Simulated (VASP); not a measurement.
# La (P6_3/mmc) in VASP: a series of runs, part 2 of 4

VASP 6.6.1.

### Step 3. Single point, PBEsol

This run uses another cell than the first one, of 35.77 Å³/atom.

INCAR

```
SYSTEM = La
  PREC = Accurate
  ENCUT = 520
  EDIFF = 1E-6
  ISMEAR = 0
  SIGMA = 0.15
  LREAL = .False.
  LASPH = .True.
  NELM = 100
  ALGO = Fast
  ISIF = 2
  LWAVE = .False.
  LCHARG = .False.
  GGA = PS
  NBANDS = 30
```

KPOINTS

```
Automatic mesh
0
Gamma
  12 12 4
  0 0 0
```

POSCAR

```
La
1.0
    3.5880000000      0.0000000000      0.0000000000
   -1.7940000000      3.1072991488      0.0000000000
    0.0000000000      0.0000000000     12.8351000000
La
4
Direct
    0.0000000000      0.0000000000      0.0000000000
    0.0000000000      0.0000000000      0.5000000000
    0.3333333333      0.6666666667      0.2500000000
    0.6666666667      0.3333333333      0.7500000000
```

Potentials or basis: VASP PAW PBE potentials, release 64 (La).

Command:

```console
> cat potpaw_PBE.64/La/POTCAR > POTCAR
> mpirun -np 1 vasp_std > vasp.out
```

OUTCAR:

```text
SYSTEM = La
   PREC = Accurate
   ENCUT = 520
   EDIFF = 1E-6
   ISMEAR = 0
   LREAL = .False.
   LASPH = .True.
   NELM = 100
   ISIF = 2
   GGA = PS

 ion  position               nearest neighbor table
   1  0.000  0.000  0.000-
   2  0.000  0.000  0.500-
   3  0.333  0.667  0.250-
   4  0.667  0.333  0.750-

  LATTYP: Found a hexagonal cell.
 ALAT       =     3.5880000000
 C/A-ratio  =     3.5772296544

  Lattice vectors:

 A1 = (   3.5880000000,   0.0000000000,   0.0000000000)
 A2 = (  -1.7940000000,   3.1072991488,   0.0000000000)
 A3 = (   0.0000000000,   0.0000000000,  12.8351000000)

Analysis of symmetry for initial positions (statically):
=====================================================================
 Subroutine PRICEL returns:
 Original cell was already a primitive cell.

 Routine SETGRP: Setting up the symmetry group for a
 hexagonal supercell.

 Subroutine GETGRP returns: Found 24 space group operations
 (whereof 12 operations were pure point group operations)
 out of a pool of 24 trial point group operations.

The static configuration has the point symmetry D_3d.
 The point group associated with its full space group is D_6h.

Analysis of symmetry for dynamics (positions and initial velocities):
=====================================================================
 Subroutine PRICEL returns:
 Original cell was already a primitive cell.

 Routine SETGRP: Setting up the symmetry group for a
 hexagonal supercell.

 Subroutine GETGRP returns: Found 24 space group operations
 (whereof 12 operations were pure point group operations)
 out of a pool of 24 trial point group operations.

The dynamic configuration has the point symmetry D_3d.
 The point group associated with its full space group is D_6h.

 Subroutine INISYM returns: Found 24 space group operations
 (whereof 12 operations are pure point group operations),
 and found     1 'primitive' translations

----------------------------------------------------------------------------------------

                                     Primitive cell

  volume of cell :     143.0984

  direct lattice vectors                    reciprocal lattice vectors
     3.588000000  0.000000000  0.000000000     0.278706800  0.160911446  0.000000000
    -1.794000000  3.107299149  0.000000000     0.000000000  0.321822893  0.000000000
     0.000000000  0.000000000 12.835100000     0.000000000  0.000000000  0.077911352

  length of vectors
     3.588000000  3.588000000 12.835100000     0.321822893  0.321822893  0.077911352

  position of ions in fractional coordinates (direct lattice)
     0.000000000  0.000000000  0.000000000
     0.000000000  0.000000000  0.500000000
     0.333333333  0.666666667  0.250000000
     0.666666667  0.333333333  0.750000000

  ion indices of the primitive-cell ions
   primitive index   ion index
                 1           1
                 2           2
                 3           3
                 4           4

----------------------------------------------------------------------------------------

 KPOINTS: Automatic mesh

Automatic generation of k-mesh.
 Grid dimensions read from file:
 generate k-points for:   12   12    4

 Generating k-lattice:

  Cartesian coordinates                     Fractional coordinates (reciprocal lattice)
     0.023225567  0.013409287  0.000000000     0.083333333 -0.000000000  0.000000000
     0.000000000  0.026818574  0.000000000     0.000000000  0.083333333  0.000000000
     0.000000000  0.000000000  0.019477838     0.000000000  0.000000000  0.250000000

  Length of vectors
     0.026818574  0.026818574  0.019477838

  Shift w.r.t. Gamma in fractional coordinates (k-lattice)
     0.000000000  0.000000000  0.000000000

 Subroutine IBZKPT returns following result:
 ===========================================

 Found     57 irreducible k-points:

 Following reciprocal coordinates:
            Coordinates               Weight
  0.000000  0.000000  0.000000      1.000000
  0.083333 -0.000000  0.000000      6.000000
  0.166667 -0.000000  0.000000      6.000000
  0.250000 -0.000000  0.000000      6.000000
  0.333333 -0.000000  0.000000      6.000000
  0.416667 -0.000000  0.000000      6.000000
[... 16 lines left out ...]
  0.250000 -0.000000  0.250000     12.000000
  0.333333 -0.000000  0.250000     12.000000
 [... further k-points ...]
   k-points           NKPTS =     57   k-points in BZ     NKDIM =     57   number of bands    NBANDS=     30
   number of dos      NEDOS =    301   number of ions     NIONS =      4
   total plane-waves  NPLWV =  75264
   dimension x,y,z NGX =    28 NGY =   28 NGZ =   96
   dimension x,y,z NGXF=    56 NGYF=   56 NGZF=  192
   ions per type =               4
   NGX,Y,Z   is equivalent  to a cutoff of  12.97, 12.97, 12.43 a.u.
   NGXF,Y,Z  is equivalent  to a cutoff of  25.95, 25.95, 24.87 a.u.
 SYSTEM =  La
   PREC   = accura    normal or accurate (medium, high low for compatibility)
   ISTART =      0    job   : 0-new  1-cont  2-samecut
   ICHARG =      2    charge: 1-file 2-atom 10-const
   ISPIN  =      1    spin polarized calculation?
   LNONCOLLINEAR =      F non collinear calculations
   LSORBIT =      F    spin-orbit coupling
   LASPH  =      T    aspherical Exc in radial PAW
   ENCUT  =  520.0 eV  38.22 Ry    6.18 a.u.   6.67  6.67 23.86*2*pi/ulx,y,z
   NELM   =    100;   NELMIN=  2; NELMDL= -5     # of ELM steps
   EDIFF  = 0.1E-05   stopping-criterion for ELM
   LREAL  =      F    real-space projection
   EDIFFG = 0.1E-04   stopping-criterion for IOM
   NSW    =      0    number of steps for IOM
   IBRION =     -1    ionic relax: 0-MD 1-quasi-New 2-CG
   NFREE  =      0    steps in history (QN), initial steepest desc. (CG)
   ISIF   =      2    stress and relaxation
   ISYM   =      2    0-nonsym 1-usesym 2-fastsym
   POTIM  = 0.5000    time-step for ionic-motion
   TEBEG  =    0.0;   TEEND  =   0.0 temperature during run
   PSTRESS=    0.0 pullay stress
   NELECT =      44.0000    total number of electrons
   NUPDOWN=      -1.0000    fix difference up-down
   EMIN   =  10.00;   EMAX   =-10.00  energy-range for DOS
   EFERMI =   0.00;   METHOD = LEGACY
   ISMEAR =     0;   SIGMA  =   0.15  broadening in eV -4-tet -1-fermi 0-gaus
   EFERMI_NEDOS =   21; number of points for ismear=-14 and -15
   IALGO  =     68    algorithm
   IMIX   =      4    mixing-type and parameters
     AMIX     =   0.40;   BMIX     =  1.00
     AMIX_MAG =   1.60;   BMIX_MAG =  1.00
  volume/ion in A,a.u.               =      35.77       241.42
  Fermi-wavevector in a.u.,A,eV,Ry     =   1.104962  2.088076 16.611921  1.220942
  Thomas-Fermi vector in A             =   2.241443
   LORBIT       =      0    0 simple, 1 ext, 2 COOP (PROOUT), +10 PAW based schemes
   GGA     = PS    functional components
   LHFCALC =     F    Hartree Fock is set to
   AEXX    =    0.0000 exact exchange contribution
   IVDW    =     0    specifies the selected vdW correction
   LEPSILON=     F    determine dielectric tensor
   LRPA    =     F    only Hartree local field effects (RPA)
 non-spin polarized calculation
 RMM-DIIS sequential band-by-band and
 Gauss-broadening in eV      SIGMA  =   0.15
  energy-cutoff  :      520.00
  volume of cell :      143.10
 maximum number of plane-waves:      3900
 NGX is ok and might be reduce to    28
   NGX = 13   NGY = 13   NGZ = 47

 number of electron      43.9999998 magnetization

 Free energy of the ion-electron system (eV)
  ---------------------------------------------------
  ext. energy  EPLUGINS =         0.00000000
  ---------------------------------------------------
  free energy    TOTEN  =       -21.23708911 eV

  energy without entropy =      -21.15555334  energy(sigma->0) =      -21.19632122

 E-fermi :   8.0877     XC(G=0):  -9.8325

 val. band max:        8.0861576747   @ k =   0.0833   0.0833   0.0000
 cond. band min:       8.0922660113   @ k =   0.4167   0.0833   0.2500
 fundamental gap:      0.0061083366
 Fermi energy:         8.0876585226

 k-point     1 :       0.0000    0.0000    0.0000
  band No.  band energies     occupation
      1     -24.7249      2.00000
      2     -24.6474      2.00000
      3     -24.6467      2.00000
      4     -24.5671      2.00000
      5      -9.0116      2.00000
      6      -8.4094      2.00000
[... 781 lines left out ...]
     29       9.8425      0.00000
     30      10.0172      0.00000

 [... further k-points ...]

------------------------ aborting loop because EDIFF is reached ----------------------------------------

  FORCE on cell =-STRESS in cart. coord.  units (eV):
  Direction    XX          YY          ZZ          XY          YZ          ZX
  --------------------------------------------------------------------------------------
  -------------------------------------------------------------------------------------
  Total        0.5271861      0.5271861     -3.5579584     -0.0000000      0.0000000      0.0000000
  in kB        5.9025516      5.9025516    -39.8360882     -0.0000000      0.0000000      0.0000000
  external PRESSURE =      -9.3436617 kB  Pullay stress =       0.0000000 kB

 VOLUME and BASIS-vectors are now :
 -----------------------------------------------------------------------------
  energy-cutoff  :      520.00
  volume of cell :      143.10
      direct lattice vectors                 reciprocal lattice vectors
     3.588000000  0.000000000  0.000000000     0.278706800  0.160911446  0.000000000
    -1.794000000  3.107299149  0.000000000     0.000000000  0.321822893  0.000000000
     0.000000000  0.000000000 12.835100000     0.000000000  0.000000000  0.077911352

 POSITION                                       TOTAL-FORCE (eV/Angst)
 -----------------------------------------------------------------------------------
      0.00000      0.00000      0.00000         0.000000      0.000000      0.000000
      0.00000      0.00000      6.41755         0.000000      0.000000      0.000000
     -0.00000      2.07153      3.20878        -0.000000      0.000000     -0.000000
      1.79400      1.03577      9.62633         0.000000     -0.000000      0.000000
 -----------------------------------------------------------------------------------
    total drift:                                0.000000     -0.000000      0.000000

  FREE ENERGIE OF THE ION-ELECTRON SYSTEM (eV)
  ---------------------------------------------------
  free  energy   TOTEN  =       -21.2370891064 eV

  energy  without entropy=      -21.1555533387  energy(sigma->0) =      -21.19632122
```

OSZICAR:

```text
N       E                     dE             d eps       ncg     rms          rms(c)
DAV:   1     0.572671958653E+03    0.57267E+03   -0.14618E+04  3436   0.201E+03
DAV:   2     0.115097490909E+03   -0.45757E+03   -0.44684E+03  4972   0.398E+02
DAV:   3    -0.472507786851E+01   -0.11982E+03   -0.11733E+03  5824   0.239E+02
[... 13 lines left out ...]
RMM:  65    -0.212370849860E+02   -0.91873E-06   -0.11845E-05  3508   0.303E-02    0.489E-02
RMM:  66    -0.212370864406E+02   -0.14545E-05   -0.11225E-05  3416   0.278E-02    0.486E-02
RMM:  67    -0.212370874233E+02   -0.98274E-06   -0.10552E-05  3336   0.251E-02    0.486E-02
RMM:  68    -0.212370882986E+02   -0.87530E-06   -0.10136E-05  3275   0.250E-02    0.486E-02
RMM:  69    -0.212370891064E+02   -0.80784E-06   -0.97269E-06  3230   0.239E-02
   1 F= -.21237089E+02 E0= -.21196321E+02  d E =-.815358E-01
```

stdout:

```text
POSCAR found type information on POSCAR La
 POSCAR found :  1 types and       4 ions
 scaLAPACK will be used
 -----------------------------------------------------------------------------
|                                                                             |
|                                                                             |
|     You enforced a specific xc type in the INCAR file but a different       |
|     I HOPE YOU KNOW WHAT YOU ARE DOING!                                     |
|                                                                             |
 -----------------------------------------------------------------------------

 LDA part: xc-table for (Slater+PW92), standard interpolation
 POSCAR, INCAR and KPOINTS ok, starting setup
 FFT: planning ... GRIDC
 FFT: planning ... GRID_SOFT
 FFT: planning ... GRID
 WAVECAR not read
 entering main loop
WARNING in EDDRMM: call to ZHEGV failed, returncode =   6  3     19
WARNING in EDDRMM: call to ZHEGV failed, returncode =   8  4      3
WARNING in EDDRMM: call to ZHEGV failed, returncode =   8  4      4
WARNING in EDDRMM: call to ZHEGV failed, returncode =   6  3     18
WARNING in EDDRMM: call to ZHEGV failed, returncode =   8  4     17
WARNING in EDDRMM: call to ZHEGV failed, returncode =   8  4      3
WARNING in EDDRMM: call to ZHEGV failed, returncode =   8  4      3
WARNING in EDDRMM: call to ZHEGV failed, returncode =   8  4      4
WARNING in EDDRMM: call to ZHEGV failed, returncode =   8  4      4
WARNING in EDDRMM: call to ZHEGV failed, returncode =   8  4      3
WARNING in EDDRMM: call to ZHEGV failed, returncode =   8  4      4
WARNING in EDDRMM: call to ZHEGV failed, returncode =   8  4     23
WARNING in EDDRMM: call to ZHEGV failed, returncode =   6  3     22
```

It took 25 min on 1 thread of Intel Xeon Platinum 8488C (Sapphire Rapids), shared host; peak memory 0.41 GiB.

Results:

| Item | Value |
| --- | --- |
| Free energy | -21.2371 eV |
| Pressure | -0.9 GPa |
| Band gap on the k mesh | zero (bands 22 and 23 overlap by 1.09 eV) |

Caveat: the PAW data sets were made with another functional, which shifts forces and pressure a little; spin-orbit coupling is left out, which moves the levels of the heavy elements.

(Continued in part 3 of 4.)
